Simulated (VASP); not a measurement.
# MgS (F-43m) in VASP: notebook

Runs on MgS. Level: r2SCAN. Tasks: single point.

Program: VASP 6.6.1. These are calculated values, not measurements. Logs are shortened: lines on timing, memory, paths and dates and some standing lists are left out, and cuts for length are marked.

**1. The cell of the first run**

The structure is cubic, space group F-43m (No. 216). Conventional cell: a = 5.628 Å, b = 5.628 Å, c = 5.628 Å, α = 90.00°, β = 90.00°, γ = 90.00°. Within 3.2 Å of S (site symmetry -43m) lie 4 Mg at 2.44 Å. Within 3.2 Å of Mg (site symmetry -43m) lie 4 S at 2.44 Å.

**2. Single point, r2SCAN**

Contents of POSCAR:

```
MgS
1.0
    0.0000000000      2.8141052454      2.8141052454
    2.8141052454      0.0000000000      2.8141052454
    2.8141052454      2.8141052454      0.0000000000
S Mg
1 1
Direct
    0.2500000000      0.2500000000      0.2500000000
    0.0000000000      0.0000000000      0.0000000000
```

Contents of INCAR.step1:

```
SYSTEM = MgS
PREC = Accurate ; ENCUT = 520
ISMEAR = -1 ; SIGMA = 0.05
LREAL = .False. ; LASPH = .True.
NELM = 80 ; NBANDS = 11
GGA = PE ; ALGO = Normal
EDIFF = 1E-4 ; LWAVE = .True.
LCHARG = .False.
```

Contents of INCAR.step2:

```
SYSTEM = MgS
PREC = Accurate ; ENCUT = 520
EDIFF = 1E-6 ; ISMEAR = -1
SIGMA = 0.05 ; LREAL = .False.
LASPH = .True. ; NELM = 80
ALGO = Normal ; ISIF = 2
LWAVE = .False. ; LCHARG = .True.
METAGGA = R2SCAN ; LMIXTAU = .True.
LELF = .True. ; LVHAR = .True.
NBANDS = 11 ; ISTART = 1
```

Contents of KPOINTS:

```
regular mesh
0
Gamma
  8 8 8
  0 0 0
```

Potentials or basis: VASP PAW PBE potentials, release 64 (S, Mg).

Started as:

```bash
$ cat potpaw_PBE.64/S/POTCAR potpaw_PBE.64/Mg/POTCAR > POTCAR
$ cp INCAR.step1 INCAR
$ mpirun -np 1 vasp_std > vasp.out
$ cp INCAR.step2 INCAR
$ mpirun -np 1 vasp_std > vasp.out
```

OUTCAR:

```text
SYSTEM = MgS
   PREC = Accurate
   ENCUT = 520
   EDIFF = 1E-6
   ISMEAR = -1
   LREAL = .False.
   LASPH = .True.
   NELM = 80
   ISIF = 2
   METAGGA = R2SCAN
   ISTART = 1

 ion  position               nearest neighbor table
   1  0.250  0.250  0.250-   2 2.44   2 2.44   2 2.44   2 2.44
   2  0.000  0.000  0.000-   1 2.44   1 2.44   1 2.44   1 2.44

  LATTYP: Found a face centered cubic cell.
 ALAT       =     5.6282104908

  Lattice vectors:

 A1 = (   0.0000000000,   2.8141052454,   2.8141052454)
 A2 = (   2.8141052454,   0.0000000000,   2.8141052454)
 A3 = (   2.8141052454,   2.8141052454,   0.0000000000)

Analysis of symmetry for initial positions (statically):
=====================================================================
 Subroutine PRICEL returns:
 Original cell was already a primitive cell.

 Routine SETGRP: Setting up the symmetry group for a
 face centered cubic supercell.

 Subroutine GETGRP returns: Found 24 space group operations
 (whereof 24 operations were pure point group operations)
 out of a pool of 48 trial point group operations.

The static configuration has the point symmetry T_d .

Analysis of symmetry for dynamics (positions and initial velocities):
=====================================================================
 Subroutine PRICEL returns:
 Original cell was already a primitive cell.

 Routine SETGRP: Setting up the symmetry group for a
 face centered cubic supercell.

 Subroutine GETGRP returns: Found 24 space group operations
 (whereof 24 operations were pure point group operations)
 out of a pool of 48 trial point group operations.

The dynamic configuration has the point symmetry T_d .

 Subroutine INISYM returns: Found 24 space group operations
 (whereof 24 operations are pure point group operations),
 and found     1 'primitive' translations

----------------------------------------------------------------------------------------

                                     Primitive cell

  volume of cell :      44.5709

  direct lattice vectors                    reciprocal lattice vectors
     0.000000000  2.814105245  2.814105245    -0.177676368  0.177676368  0.177676368
     2.814105245  0.000000000  2.814105245     0.177676368 -0.177676368  0.177676368
     2.814105245  2.814105245  0.000000000     0.177676368  0.177676368 -0.177676368

  length of vectors
     3.979745804  3.979745804  3.979745804     0.307744497  0.307744497  0.307744497

  position of ions in fractional coordinates (direct lattice)
     0.250000000  0.250000000  0.250000000
     0.000000000  0.000000000  0.000000000

  ion indices of the primitive-cell ions
   primitive index   ion index
                 1           1
                 2           2

----------------------------------------------------------------------------------------

 KPOINTS: regular mesh

Automatic generation of k-mesh.
 Grid dimensions read from file:
 generate k-points for:    8    8    8

 Generating k-lattice:

  Cartesian coordinates                     Fractional coordinates (reciprocal lattice)
    -0.022209546  0.022209546  0.022209546     0.125000000  0.000000000  0.000000000
     0.022209546 -0.022209546  0.022209546     0.000000000  0.125000000  0.000000000
     0.022209546  0.022209546 -0.022209546     0.000000000  0.000000000  0.125000000

  Length of vectors
     0.038468062  0.038468062  0.038468062

  Shift w.r.t. Gamma in fractional coordinates (k-lattice)
     0.000000000  0.000000000  0.000000000

 Subroutine IBZKPT returns following result:
 ===========================================

 Found     29 irreducible k-points:

 Following reciprocal coordinates:
            Coordinates               Weight
  0.000000  0.000000  0.000000      1.000000
  0.125000  0.000000  0.000000      8.000000
  0.250000  0.000000  0.000000      8.000000
  0.375000  0.000000  0.000000      8.000000
  0.500000  0.000000  0.000000      4.000000
  0.125000  0.125000  0.000000      6.000000
[... 16 lines left out ...]
  0.500000  0.250000  0.125000     48.000000
 -0.375000  0.250000  0.125000     24.000000
 [... further k-points ...]
   k-points           NKPTS =     29   k-points in BZ     NKDIM =     29   number of bands    NBANDS=     11
   number of dos      NEDOS =    301   number of ions     NIONS =      2
   total plane-waves  NPLWV =  27000
   dimension x,y,z NGX =    30 NGY =   30 NGZ =   30
   dimension x,y,z NGXF=    60 NGYF=   60 NGZF=   60
   ions per type =               1   1
   NGX,Y,Z   is equivalent  to a cutoff of  12.53, 12.53, 12.53 a.u.
   NGXF,Y,Z  is equivalent  to a cutoff of  25.06, 25.06, 25.06 a.u.
 SYSTEM =  MgS
   PREC   = accura    normal or accurate (medium, high low for compatibility)
   ISTART =      1    job   : 0-new  1-cont  2-samecut
   ICHARG =      0    charge: 1-file 2-atom 10-const
   ISPIN  =      1    spin polarized calculation?
   LNONCOLLINEAR =      F non collinear calculations
   LSORBIT =      F    spin-orbit coupling
   LASPH  =      T    aspherical Exc in radial PAW
   ENCUT  =  520.0 eV  38.22 Ry    6.18 a.u.   7.40  7.40  7.40*2*pi/ulx,y,z
   NELM   =     80;   NELMIN=  2; NELMDL=  0     # of ELM steps
   EDIFF  = 0.1E-05   stopping-criterion for ELM
   LREAL  =      F    real-space projection
   EDIFFG = 0.1E-04   stopping-criterion for IOM
   NSW    =      0    number of steps for IOM
   IBRION =     -1    ionic relax: 0-MD 1-quasi-New 2-CG
   NFREE  =      0    steps in history (QN), initial steepest desc. (CG)
   ISIF   =      2    stress and relaxation
   ISYM   =      2    0-nonsym 1-usesym 2-fastsym
   POTIM  = 0.5000    time-step for ionic-motion
   TEBEG  =    0.0;   TEEND  =   0.0 temperature during run
   PSTRESS=    0.0 pullay stress
   NELECT =       8.0000    total number of electrons
   NUPDOWN=      -1.0000    fix difference up-down
   EMIN   =  10.00;   EMAX   =-10.00  energy-range for DOS
   EFERMI =   0.00;   METHOD = LEGACY
   ISMEAR =    -1;   SIGMA  =   0.05  broadening in eV -4-tet -1-fermi 0-gaus
   EFERMI_NEDOS =   21; number of points for ismear=-14 and -15
   IALGO  =     38    algorithm
   IMIX   =      4    mixing-type and parameters
     AMIX     =   0.40;   BMIX     =  1.00
     AMIX_MAG =   1.60;   BMIX_MAG =  1.00
  volume/ion in A,a.u.               =      22.29       150.39
  Fermi-wavevector in a.u.,A,eV,Ry     =   0.923467  1.745099 11.602918  0.852790
  Thomas-Fermi vector in A             =   2.049106
   LORBIT       =      0    0 simple, 1 ext, 2 COOP (PROOUT), +10 PAW based schemes
   METAGGA = R2SCAN    functional components
   LHFCALC =     F    Hartree Fock is set to
   AEXX    =    0.0000 exact exchange contribution
   IVDW    =     0    specifies the selected vdW correction
   LEPSILON=     F    determine dielectric tensor
   LRPA    =     F    only Hartree local field effects (RPA)
 non-spin polarized calculation
  energy-cutoff  :      520.00
  volume of cell :       44.57
 maximum number of plane-waves:      1243
 NGX is ok and might be reduce to    30
   NGX = 15   NGY = 15   NGZ = 15

 number of electron       8.0000001 magnetization

 Free energy of the ion-electron system (eV)
  ---------------------------------------------------
  ext. energy  EPLUGINS =         0.00000000
  ---------------------------------------------------
  free energy    TOTEN  =       -15.44919179 eV

  energy without entropy =      -15.44919179  energy(sigma->0) =      -15.44919179

 E-fermi :   1.9221     XC(G=0):  -8.8476

 val. band max:        0.8803018795   @ k =   0.0000   0.0000   0.0000
 cond. band min:       5.1054843036   @ k =   0.0000   0.0000   0.0000
 fundamental gap:      4.2251824241
 Fermi energy:         1.9220512046

 k-point     1 :       0.0000    0.0000    0.0000
  band No.  band energies     occupation
      1     -10.9195      2.00000
      2       0.8803      2.00000
      3       0.8803      2.00000
      4       0.8803      2.00000
      5       5.1055      0.00000
      6       9.5210      0.00000
      7       9.5210      0.00000
      8       9.5210      0.00000
      9      12.3732      0.00000
     10      12.3732      0.00000
     11      15.7388      0.00000

 k-point     2 :       0.1250    0.0000    0.0000
  band No.  band energies     occupation
      1     -10.8267      2.00000
      2       0.2129      2.00000
      3       0.8258      2.00000
      4       0.8258      2.00000
      5       5.7518      0.00000
      6       9.3482      0.00000
      7       9.7082      0.00000
      8       9.7082      0.00000
      9      11.9083      0.00000
     10      11.9083      0.00000
     11      14.9019      0.00000

 k-point     3 :       0.2500    0.0000    0.0000
  band No.  band energies     occupation
      1     -10.5866      2.00000
      2      -0.9896      2.00000
      3       0.7021      2.00000
      4       0.7021      2.00000
      5       6.6097      0.00000
      6       9.4233      0.00000
      7       9.7111      0.00000
      8       9.7111      0.00000
      9      12.0075      0.00000
     10      12.0075      0.00000
     11      14.0122      0.00000

 k-point     4 :       0.3750    0.0000    0.0000
  band No.  band energies     occupation
      1     -10.3178      2.00000
      2      -1.9597      2.00000
      3       0.5884      2.00000
      4       0.5884      2.00000
      5       6.7738      0.00000
      6       9.3040      0.00000
      7       9.3040      0.00000
      8      10.0116      0.00000
      9      13.3945      0.00000
     10      13.3945      0.00000
     11      14.0956      0.00000
[... 239 lines left out ...]
 k-point    22 :       0.3750    0.2500    0.1250
  band No.  band energies     occupation
      1     -10.4005      2.00000
      2      -1.1971      2.00000
      3       0.0137      2.00000
      4       0.4944      2.00000
      5       7.2456      0.00000
      6       8.5795      0.00000
      7       9.1141      0.00000
      8      10.8447      0.00000
      9      11.3536      0.00000
     10      14.1031      0.00000
     11      16.2317      0.00000

 k-point    23 :       0.5000    0.2500    0.1250
  band No.  band energies     occupation
      1     -10.1772      2.00000
      2      -1.7283      2.00000
      3      -0.3395      2.00000
      4       0.3128      2.00000
      5       7.4442      0.00000
      6       8.3702      0.00000
      7       9.5329      0.00000
      8      10.6509      0.00000
      9      12.5873      0.00000
     10      15.4102      0.00000
     11      15.8046      0.00000

 k-point    24 :      -0.3750    0.2500    0.1250
  band No.  band energies     occupation
      1     -10.0779      2.00000
      2      -1.9593      2.00000
      3      -0.4422      2.00000
      4       0.2142      2.00000
      5       7.4885      0.00000
      6       8.0905      0.00000
      7      10.4104      0.00000
      8      10.4574      0.00000
      9      13.1889      0.00000
     10      14.6428      0.00000
     11      16.0186      0.00000

 [... further k-points ...]
[... 5 lines left out ...]
  --------------------------------------------------------------------------------------
  -------------------------------------------------------------------------------------
  Total        0.2309109      0.2309109      0.2309109      0.0000000      0.0000000      0.0000000
  in kB        8.3004972      8.3004972      8.3004972      0.0000000      0.0000000      0.0000000
  external PRESSURE =       8.3004972 kB  Pullay stress =       0.0000000 kB

 VOLUME and BASIS-vectors are now :
 -----------------------------------------------------------------------------
  energy-cutoff  :      520.00
  volume of cell :       44.57
      direct lattice vectors                 reciprocal lattice vectors
     0.000000000  2.814105245  2.814105245    -0.177676368  0.177676368  0.177676368
     2.814105245  0.000000000  2.814105245     0.177676368 -0.177676368  0.177676368
     2.814105245  2.814105245  0.000000000     0.177676368  0.177676368 -0.177676368

 POSITION                                       TOTAL-FORCE (eV/Angst)
 -----------------------------------------------------------------------------------
      1.40705      1.40705      1.40705         0.000000      0.000000      0.000000
      0.00000      0.00000      0.00000        -0.000000     -0.000000     -0.000000
 -----------------------------------------------------------------------------------
    total drift:                               -0.000003     -0.000003     -0.000003

  FREE ENERGIE OF THE ION-ELECTRON SYSTEM (eV)
  ---------------------------------------------------
  free  energy   TOTEN  =       -15.4491917876 eV

  energy  without entropy=      -15.4491917875  energy(sigma->0) =      -15.44919179
```

It took 46 s on 1 thread of Intel Xeon Platinum 8488C (Sapphire Rapids), shared host; peak memory 0.17 GiB.

What came out:

| Item | Value |
| --- | --- |
| Free energy | -15.4492 eV |
| Pressure | 0.8 GPa |
| Band gap on the k mesh | 4.23 eV, direct |

Levels at points of the mesh, in eV from the valence-band top:
| k point | band 1 | band 2 | band 3 | band 4 | band 5 | band 6 | band 7 | band 8 |
| --- | --- | --- | --- | --- | --- | --- | --- | --- |
| (0.00, 0.00, 0.00) | -11.80 | 0.00 | 0.00 | 0.00 | 4.23 | 8.64 | 8.64 | 8.64 |
| (0.50, 0.00, 0.00) | -11.08 | -3.21 | -0.34 | -0.34 | 5.86 | 8.24 | 8.24 | 9.36 |
| (0.50, 0.50, 0.00) | -10.84 | -2.87 | -1.07 | -1.07 | 4.31 | 6.28 | 12.32 | 13.43 |

Caveat: the PAW data sets were made with another functional, which shifts forces and pressure a little.

**3. Single point, r2SCAN**

This run uses another cell than the first one, of 22.74 Å³/atom, 1.020 times its volume.

Contents of POSCAR:

```
MgS
1.0
    0.0000000000      2.8331200468      2.8331200468
    2.8331200468      0.0000000000      2.8331200468
    2.8331200468      2.8331200468      0.0000000000
S Mg
1 1
Direct
    0.2500000000      0.2500000000      0.2500000000
    0.0000000000      0.0000000000      0.0000000000
```

Contents of INCAR.step1:

```
SYSTEM = MgS
ALGO     = Normal         ! electronic algorithm
EDIFF    = 1E-4           ! SCF threshold, eV
ENCUT    = 520            ! plane-wave cutoff, eV
GGA      = PE             ! functional
ISMEAR   = -1             ! smearing method
LASPH    = .TRUE.         ! aspherical terms in the spheres
LCHARG   = .FALSE.        ! write CHGCAR
LREAL    = .FALSE.        ! projectors in reciprocal space
LWAVE    = .TRUE.         ! write WAVECAR
NBANDS   = 11             ! bands
NELM     = 100            ! most SCF steps
PREC     = Accurate       ! precision mode
SIGMA    = 0.05           ! smearing width, eV
```

Contents of INCAR.step2:

```
SYSTEM = MgS
ALGO     = Normal         ! electronic algorithm
EDIFF    = 1E-7           ! SCF threshold, eV
ENCUT    = 520            ! plane-wave cutoff, eV
ISIF     = 2              ! what is computed and relaxed
ISMEAR   = -1             ! smearing method
ISTART   = 1            
LASPH    = .TRUE.         ! aspherical terms in the spheres
LCHARG   = .TRUE.         ! write CHGCAR
LELF     = .TRUE.         ! ELF
LMIXTAU  = .TRUE.       
LREAL    = .FALSE.        ! projectors in reciprocal space
LVHAR    = .TRUE.       
LWAVE    = .FALSE.        ! write WAVECAR
METAGGA  = R2SCAN         ! meta-GGA
NBANDS   = 11             ! bands
NELM     = 100            ! most SCF steps
PREC     = Accurate       ! precision mode
SIGMA    = 0.05           ! smearing width, eV
```

Contents of KPOINTS:

```
k-points
0
G
  8 8 8
  0 0 0
```

Potentials or basis: VASP PAW PBE potentials, release 64 (S, Mg).

Started as:

```bash
$ cat potpaw_PBE.64/S/POTCAR potpaw_PBE.64/Mg/POTCAR > POTCAR
$ cp INCAR.step1 INCAR
$ mpirun -np 1 vasp_std > vasp.out
$ cp INCAR.step2 INCAR
$ mpirun -np 1 vasp_std > vasp.out
```

It took 47 s on 1 thread of Intel Xeon Platinum 8488C (Sapphire Rapids), shared host; peak memory 0.18 GiB.

Results (log left out):

- Free energy: -15.4504 eV
- Pressure: -0.4 GPa
- Band gap on the k mesh: 4.12 eV, direct

Levels at points of the mesh, in eV from the valence-band top:
| k point | band 1 | band 2 | band 3 | band 4 | band 5 | band 6 | band 7 | band 8 |
| --- | --- | --- | --- | --- | --- | --- | --- | --- |
| (0.00, 0.00, 0.00) | -11.73 | 0.00 | 0.00 | 0.00 | 4.12 | 8.59 | 8.59 | 8.59 |
| (0.50, 0.00, 0.00) | -11.04 | -3.14 | -0.33 | -0.33 | 5.78 | 8.21 | 8.21 | 9.26 |
| (0.50, 0.50, 0.00) | -10.81 | -2.81 | -1.05 | -1.05 | 4.32 | 6.26 | 12.11 | 13.25 |

Caveat: the PAW data sets were made with another functional, which shifts forces and pressure a little. r2SCAN opens gaps a little over a GGA but as a rule still falls short of measured ones.

**4. Single point, r2SCAN**

This run uses another cell than the first one, of 23.20 Å³/atom, 1.041 times its volume.

Contents of POSCAR:

```
MgS
1.0
    0.0000000000      2.8518829780      2.8518829780
    2.8518829780      0.0000000000      2.8518829780
    2.8518829780      2.8518829780      0.0000000000
S Mg
1 1
Direct
    0.2500000000      0.2500000000      0.2500000000
    0.0000000000      0.0000000000      0.0000000000
```

Contents of INCAR.step1:

```
PREC = Accurate ; ENCUT = 520
ISMEAR = -1 ; SIGMA = 0.05
LREAL = F ; LASPH = T
NELM = 60 ; NBANDS = 11
GGA = PE ; ALGO = Normal
EDIFF = 1E-4 ; LWAVE = T
LCHARG = F
```

Contents of INCAR.step2:

```
PREC = Accurate ; ENCUT = 520
EDIFF = 1E-6 ; ISMEAR = -1
SIGMA = 0.05 ; LREAL = F
LASPH = T ; NELM = 60
ALGO = Normal ; ISIF = 2
LWAVE = F ; LCHARG = F
METAGGA = R2SCAN ; LMIXTAU = T
NBANDS = 11 ; ISTART = 1
```

Contents of KPOINTS:

```
regular mesh
0
Gamma
  8 8 8
```

Started as:

```bash
$ cat potpaw_PBE.64/S/POTCAR potpaw_PBE.64/Mg/POTCAR > POTCAR
$ cp INCAR.step1 INCAR
$ mpirun -np 1 vasp_std > vasp.out
$ cp INCAR.step2 INCAR
$ mpirun -np 1 vasp_std > vasp.out
```

It took 45 s on 1 thread of Intel Xeon Platinum 8488C (Sapphire Rapids), shared host; peak memory 0.18 GiB.

Results (log left out):

| Quantity | Value |
| --- | --- |
| Free energy | -15.4449 eV |
| Pressure | -1.5 GPa |
| Band gap on the k mesh | 4.01 eV, direct |

Levels at points of the mesh, in eV from the valence-band top:
```csv
k point,band 1,band 2,band 3,band 4,band 5,band 6,band 7,band 8
"(0.00, 0.00, 0.00)",-11.67,0.00,0.00,0.00,4.01,8.54,8.54,8.54
"(0.50, 0.00, 0.00)",-11.00,-3.07,-0.32,-0.32,5.71,8.18,8.18,9.15
"(0.50, 0.50, 0.00)",-10.79,-2.76,-1.02,-1.02,4.33,6.23,11.91,13.08
```

Caveat: the PAW data sets were made with another functional, which shifts forces and pressure a little. r2SCAN opens gaps a little over a GGA but as a rule still falls short of measured ones.

(Continued in part 2 of 2.)
